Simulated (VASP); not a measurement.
A run of VASP 6.6.1 is set up as follows.

INCAR

```
  PREC = Accurate
  ENCUT = 600
  EDIFF = 1E-8
  ISMEAR = -1
  SIGMA = 0.15
  LREAL = F
  LASPH = T
  NELM = 120
  ALGO = Normal
  ISIF = 2
  LWAVE = F
  LCHARG = F
  GGA = PS
  NBANDS = 16
  IBRION = 8
  NSW = 1
  GGA_COMPAT = F
```

File KPOINTS:

```
regular mesh
0
Gamma
  16 16 16
```

File POSCAR:

```
ZrN
1.0
    0.0000000000      2.2656091895      2.2656091895
    2.2656091895      0.0000000000      2.2656091895
    2.2656091895      2.2656091895      0.0000000000
Zr N
1 1
Direct
    0.0000000000      0.0000000000      0.0000000000
    0.5000000000      0.5000000000      0.5000000000
```

Potentials or basis: VASP PAW PBE potentials, release 64 (Zr_sv, N).

Run with:

```bash
$ cat potpaw_PBE.64/Zr_sv/POTCAR potpaw_PBE.64/N/POTCAR > POTCAR
$ mpirun -np 1 vasp_std > vasp.out
```

Q: Predict the highest phonon frequency at Γ.

A: 518 cm⁻¹.

Phonon frequencies in cm⁻¹ (negative: imaginary):
```tsv
q point	frequencies
(0.000, 0.000, 0.000)	0 0 0 518 518 518
```

Caveat: the cell stands under pressure or tension, which shifts response properties.
